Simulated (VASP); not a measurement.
WS, 2 atoms in the cell. Symmetry: Pm-3m, No. 221, cubic system. Conventional cell: a = 3.008 Å, b = 3.008 Å, c = 3.008 Å, α = 90.00°, β = 90.00°, γ = 90.00°. Within 3.4 Å of W (site symmetry m-3m) lie 8 S at 2.60 Å and 6 W at 3.01 Å. S (site symmetry m-3m) has 8 W at 2.60 Å and 6 S at 3.01 Å within 3.4 Å. 

* Program: VASP 6.6.1
* Task: single point
* Functional: LDA
* Potentials or basis: VASP PAW LDA potentials, release 64 (W_sv, S)
* Cutoff: 520 eV
* k mesh: 5 × 5 × 5
* Occupations: fermi-dirac, width 0.05 eV
* Spin: no spin polarisation
* Dipole correction: no
* Further INCAR settings: ALGO = Normal; EDIFF = 1e-06; NBANDS = 17

Potentials or basis: VASP PAW LDA potentials, release 64 (W_sv, S).

Launch:

```console
$ cat potpaw_LDA.64/W_sv/POTCAR potpaw_LDA.64/S/POTCAR > POTCAR
$ mpirun -np 1 vasp_std > vasp.out
```

Hardware: 1 thread of Intel Xeon 8259CL (shared host).

Estimate the wall time of this run.

Wall time 4.3 s on 1 thread of Intel Xeon 8259CL (shared host), peak memory 0.13 GiB. Counts: scf iterations 11, k points 10.
